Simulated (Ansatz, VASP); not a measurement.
Ga2O3 in VASP and in Ansatz

```xyz
5
Lattice="5.2870 0.0000 0.0000 -2.6435 4.5787 0.0000 0.0000 0.0000 2.6555" Properties=species:S:1:pos:R:3 pbc="T T T"
Ga    2.6435    1.5262    0.0000
Ga    0.0000    3.0525    0.0000
O     1.3294    2.3026    1.3277
O     2.6282    0.0000    1.3277
O    -1.3141    2.2761    1.3277
```

Change from the starting cell: ordered vacancies on the cation sites of tungsten carbide (P-62m, No. 189).

Alike in both runs: functional PBE; k mesh 6 × 6 × 6; occupations gaussian, width 0.1 eV; no spin polarisation.

Ansatz relaxed the structure, and its values are those at the end. VASP's run is a single point on that final structure, the one shown.

```csv
,VASP,Ansatz
version,VASP 6.6.1,Ansatz 0.2.0
potentials or method,"VASP PAW PBE potentials, release 64 (Ga_d, O), cutoff 520 eV","scalar-relativistic, plane waves, PAW"
valence electrons in the cell,44,44
```

Ansatz gave:

| Quantity | Value |
| --- | --- |
| gap on the k mesh at the Fermi level (eV) | 1.08 |
| least direct gap on the mesh (eV) | 1.08 |
| pressure (GPa) | 0.2 |

Which values does VASP return?

gap on the k mesh at the Fermi level (eV): 1.05; least direct gap on the mesh (eV): 1.05; pressure (GPa): 1.0.
